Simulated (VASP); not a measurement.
# Sn (Fd-3m) in VASP: further runs, part 2 of 2

VASP 6.6.1.

## 3. Single point, LDA

INCAR reads:

```
PREC     = Accurate       # precision mode
ENCUT    = 520            # plane-wave cutoff, eV
EDIFF    = 1E-6           # SCF threshold, eV
ISMEAR   = -1             # smearing method
SIGMA    = 0.1            # smearing width, eV
LREAL    = False          # projectors in reciprocal space
LASPH    = True           # aspherical terms in the spheres
NELM     = 80             # most SCF steps
ALGO     = Normal         # electronic algorithm
ISIF     = 2              # what is computed and relaxed
LWAVE    = False          # write WAVECAR
LCHARG   = False          # write CHGCAR
NBANDS   = 21             # bands
```

KPOINTS reads:

```
regular mesh
0
Gamma
  14 14 14
```

POSCAR reads:

```
Sn
1.0
    0.0000000000      3.2380799619      3.2380799619
    3.2380799619      0.0000000000      3.2380799619
    3.2380799619      3.2380799619      0.0000000000
Sn
2
Direct
    0.5000000000      0.5000000000      0.5000000000
    0.7500000000      0.7500000000      0.7500000000
```

Potentials or basis: VASP PAW LDA potentials, release 64 (Sn_d).

Command:

```
$ cat potpaw_LDA.64/Sn_d/POTCAR > POTCAR
$ mpirun -np 1 vasp_std > vasp.out
```

OUTCAR:

```text
PREC = Accurate
   ENCUT = 520
   EDIFF = 1E-6
   ISMEAR = -1
   LREAL = False
   LASPH = True
   NELM = 80
   ISIF = 2

 ion  position               nearest neighbor table
   1  0.500  0.500  0.500-   2 2.80   2 2.80   2 2.80   2 2.80
   2  0.750  0.750  0.750-   1 2.80   1 2.80   1 2.80   1 2.80

  LATTYP: Found a face centered cubic cell.
 ALAT       =     6.4761599238

  Lattice vectors:

 A1 = (   0.0000000000,   3.2380799619,   3.2380799619)
 A2 = (   3.2380799619,   0.0000000000,   3.2380799619)
 A3 = (   3.2380799619,   3.2380799619,   0.0000000000)

Analysis of symmetry for initial positions (statically):
=====================================================================
 Subroutine PRICEL returns:
 Original cell was already a primitive cell.

 Routine SETGRP: Setting up the symmetry group for a
 face centered cubic supercell.

 Subroutine GETGRP returns: Found 48 space group operations
 (whereof 24 operations were pure point group operations)
 out of a pool of 48 trial point group operations.

The static configuration has the point symmetry T_d .
 The point group associated with its full space group is O_h .

Analysis of symmetry for dynamics (positions and initial velocities):
=====================================================================
 Subroutine PRICEL returns:
 Original cell was already a primitive cell.

 Routine SETGRP: Setting up the symmetry group for a
 face centered cubic supercell.

 Subroutine GETGRP returns: Found 48 space group operations
 (whereof 24 operations were pure point group operations)
 out of a pool of 48 trial point group operations.

The dynamic configuration has the point symmetry T_d .
 The point group associated with its full space group is O_h .

 Subroutine INISYM returns: Found 48 space group operations
 (whereof 24 operations are pure point group operations),
 and found     1 'primitive' translations

----------------------------------------------------------------------------------------

                                     Primitive cell

  volume of cell :      67.9036

  direct lattice vectors                    reciprocal lattice vectors
     0.000000000  3.238079962  3.238079962    -0.154412493  0.154412493  0.154412493
     3.238079962  0.000000000  3.238079962     0.154412493 -0.154412493  0.154412493
     3.238079962  3.238079962  0.000000000     0.154412493  0.154412493 -0.154412493

  length of vectors
     4.579336598  4.579336598  4.579336598     0.267450283  0.267450283  0.267450283

  position of ions in fractional coordinates (direct lattice)
     0.500000000  0.500000000  0.500000000
     0.750000000  0.750000000  0.750000000

  ion indices of the primitive-cell ions
   primitive index   ion index
                 1           1
                 2           2

----------------------------------------------------------------------------------------

 KPOINTS: regular mesh

Automatic generation of k-mesh.
 Grid dimensions read from file:
 generate k-points for:   14   14   14

 Generating k-lattice:

  Cartesian coordinates                     Fractional coordinates (reciprocal lattice)
    -0.011029464  0.011029464  0.011029464     0.071428571  0.000000000  0.000000000
     0.011029464 -0.011029464  0.011029464     0.000000000  0.071428571  0.000000000
     0.011029464  0.011029464 -0.011029464     0.000000000  0.000000000  0.071428571

  Length of vectors
     0.019103592  0.019103592  0.019103592

  Shift w.r.t. Gamma in fractional coordinates (k-lattice)
     0.000000000  0.000000000  0.000000000

 Subroutine IBZKPT returns following result:
 ===========================================

 Found    104 irreducible k-points:

 Following reciprocal coordinates:
            Coordinates               Weight
  0.000000  0.000000  0.000000      1.000000
  0.071429  0.000000  0.000000      8.000000
  0.142857  0.000000  0.000000      8.000000
  0.214286  0.000000  0.000000      8.000000
  0.285714  0.000000  0.000000      8.000000
  0.357143  0.000000  0.000000      8.000000
[... 16 lines left out ...]
  0.214286  0.142857  0.000000     24.000000
  0.285714  0.142857  0.000000     24.000000
 [... further k-points ...]
   k-points           NKPTS =    104   k-points in BZ     NKDIM =    104   number of bands    NBANDS=     21
   number of dos      NEDOS =    301   number of ions     NIONS =      2
   total plane-waves  NPLWV =  46656
   dimension x,y,z NGX =    36 NGY =   36 NGZ =   36
   dimension x,y,z NGXF=    72 NGYF=   72 NGZF=   72
   ions per type =               2
   NGX,Y,Z   is equivalent  to a cutoff of  13.07, 13.07, 13.07 a.u.
   NGXF,Y,Z  is equivalent  to a cutoff of  26.14, 26.14, 26.14 a.u.
 SYSTEM =  unknown system
   PREC   = accura    normal or accurate (medium, high low for compatibility)
   ISTART =      0    job   : 0-new  1-cont  2-samecut
   ICHARG =      2    charge: 1-file 2-atom 10-const
   ISPIN  =      1    spin polarized calculation?
   LNONCOLLINEAR =      F non collinear calculations
   LSORBIT =      F    spin-orbit coupling
   LASPH  =      T    aspherical Exc in radial PAW
   ENCUT  =  520.0 eV  38.22 Ry    6.18 a.u.   8.51  8.51  8.51*2*pi/ulx,y,z
   NELM   =     80;   NELMIN=  2; NELMDL= -5     # of ELM steps
   EDIFF  = 0.1E-05   stopping-criterion for ELM
   LREAL  =      F    real-space projection
   EDIFFG = 0.1E-04   stopping-criterion for IOM
   NSW    =      0    number of steps for IOM
   IBRION =     -1    ionic relax: 0-MD 1-quasi-New 2-CG
   NFREE  =      0    steps in history (QN), initial steepest desc. (CG)
   ISIF   =      2    stress and relaxation
   ISYM   =      2    0-nonsym 1-usesym 2-fastsym
   POTIM  = 0.5000    time-step for ionic-motion
   TEBEG  =    0.0;   TEEND  =   0.0 temperature during run
   PSTRESS=    0.0 pullay stress
   NELECT =      28.0000    total number of electrons
   NUPDOWN=      -1.0000    fix difference up-down
   EMIN   =  10.00;   EMAX   =-10.00  energy-range for DOS
   EFERMI =   0.00;   METHOD = LEGACY
   ISMEAR =    -1;   SIGMA  =   0.10  broadening in eV -4-tet -1-fermi 0-gaus
   EFERMI_NEDOS =   21; number of points for ismear=-14 and -15
   IALGO  =     38    algorithm
   IMIX   =      4    mixing-type and parameters
     AMIX     =   0.40;   BMIX     =  1.00
     AMIX_MAG =   1.60;   BMIX_MAG =  1.00
  volume/ion in A,a.u.               =      33.95       229.12
  Fermi-wavevector in a.u.,A,eV,Ry     =   1.218512  2.302654 20.201555  1.484772
  Thomas-Fermi vector in A             =   2.353796
   LORBIT       =      0    0 simple, 1 ext, 2 COOP (PROOUT), +10 PAW based schemes
   GGA     = CA    functional components
   LHFCALC =     F    Hartree Fock is set to
   AEXX    =    0.0000 exact exchange contribution
   IVDW    =     0    specifies the selected vdW correction
   LEPSILON=     F    determine dielectric tensor
   LRPA    =     F    only Hartree local field effects (RPA)
 non-spin polarized calculation
  energy-cutoff  :      520.00
  volume of cell :       67.90
 maximum number of plane-waves:      1851
 NGX is ok and might be reduce to    36
   NGX = 17   NGY = 17   NGZ = 17

 number of electron      28.0000006 magnetization

 Free energy of the ion-electron system (eV)
  ---------------------------------------------------
  ext. energy  EPLUGINS =         0.00000000
  ---------------------------------------------------
  free energy    TOTEN  =        -8.94530158 eV

  energy without entropy =       -8.94051042  energy(sigma->0) =       -8.94290600

 E-fermi :   5.4638     XC(G=0):  -9.2214

 val. band max:        5.4099946666   @ k =   0.0714   0.0000   0.0000
 cond. band min:       5.4719343002   @ k =   0.3571   0.0000   0.0000
 fundamental gap:      0.0619396337
 Fermi energy:         5.4637997734

 k-point     1 :       0.0000    0.0000    0.0000
  band No.  band energies     occupation
      1     -16.1944      2.00000
      2     -16.1944      2.00000
      3     -16.1944      2.00000
      4     -16.1319      2.00000
      5     -16.1319      2.00000
      6     -15.8146      2.00000
[... 13 lines left out ...]
     20      13.4876      0.00000
     21      13.4876      0.00000
[... 529 lines left out ...]
 k-point    24 :       0.2857    0.1429    0.0000
  band No.  band energies     occupation
      1     -16.2299      2.00000
      2     -16.2197      2.00000
      3     -16.1833      2.00000
      4     -16.0909      2.00000
      5     -16.0584      2.00000
      6     -15.9139      2.00000
[... 13 lines left out ...]
     20      12.7021      0.00000
     21      13.4680      0.00000

 [... further k-points ...]

------------------------ aborting loop because EDIFF is reached ----------------------------------------

  FORCE on cell =-STRESS in cart. coord.  units (eV):
  Direction    XX          YY          ZZ          XY          YZ          ZX
  --------------------------------------------------------------------------------------
  -------------------------------------------------------------------------------------
  Total       -0.0157013     -0.0157013     -0.0157013      0.0000000      0.0000000      0.0000000
  in kB       -0.3704708     -0.3704708     -0.3704708      0.0000000      0.0000000      0.0000000
  external PRESSURE =      -0.3704708 kB  Pullay stress =       0.0000000 kB

 VOLUME and BASIS-vectors are now :
 -----------------------------------------------------------------------------
  energy-cutoff  :      520.00
  volume of cell :       67.90
      direct lattice vectors                 reciprocal lattice vectors
     0.000000000  3.238079962  3.238079962    -0.154412493  0.154412493  0.154412493
     3.238079962  0.000000000  3.238079962     0.154412493 -0.154412493  0.154412493
     3.238079962  3.238079962  0.000000000     0.154412493  0.154412493 -0.154412493

 POSITION                                       TOTAL-FORCE (eV/Angst)
 -----------------------------------------------------------------------------------
      3.23808      3.23808      3.23808         0.000000      0.000000     -0.000000
      4.85712      4.85712      4.85712        -0.000000     -0.000000      0.000000
 -----------------------------------------------------------------------------------
    total drift:                                0.000000      0.000000      0.000000

  FREE ENERGIE OF THE ION-ELECTRON SYSTEM (eV)
  ---------------------------------------------------
  free  energy   TOTEN  =        -8.9453015770 eV

  energy  without entropy=       -8.9405104224  energy(sigma->0) =       -8.94290600
```

It took 5 min on 1 thread of AMD EPYC 7R13, shared host; peak memory 0.22 GiB.

What came out:

```yaml
Free_energy: -8.9453 eV
Pressure: 0.0 GPa
Band_gap_on_the_k_mesh: zero (bands 14 and 15 overlap by 0.17 eV)
```

Caveat: spin-orbit coupling is left out, which moves the levels of the heavy elements.

The gap in the log of VASP goes by the Fermi energy; the results here count the filled bands.